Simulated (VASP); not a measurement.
Input of a VASP 6.6.1 run:

Contents of INCAR:

```
ALGO = Normal
EDIFF = 1E-7
ENCUT = 520
GGA = PS
ISIF = 2
ISMEAR = 0
LASPH = True
LCHARG = False
LREAL = False
LWAVE = False
NBANDS = 11
NELM = 80
PREC = Accurate
SIGMA = 0.01
```

The input KPOINTS:

```
k-points
0
Gamma
  6 6 6
```

The input POSCAR:

```
NaH
1.0
    2.9551240000      0.0000000000      0.0000000000
    0.0000000000      2.9551240000      0.0000000000
    0.0000000000      0.0000000000      2.9551240000
Na H
1 1
Direct
    0.0000000000      0.0000000000      0.0000000000
    0.5000000000      0.5000000000      0.5000000000
```

Potentials or basis: VASP PAW PBE potentials, release 64 (Na_pv, H).

Command:

```console
$ cat potpaw_PBE.64/Na_pv/POTCAR potpaw_PBE.64/H/POTCAR > POTCAR
$ mpirun -np 1 vasp_std > vasp.out
```

**Question.** What does it give for the band gap on the k mesh?

**Answer.** 0.80 eV, indirect (least direct gap 4.31 eV).

**Question.** What does it give for the pressure?

**Answer.** -0.4 GPa.

Caveat: the PAW data sets were made with another functional, which shifts forces and pressure a little. Expect the measured gap to be larger: semilocal functionals such as PBEsol lack the derivative discontinuity.
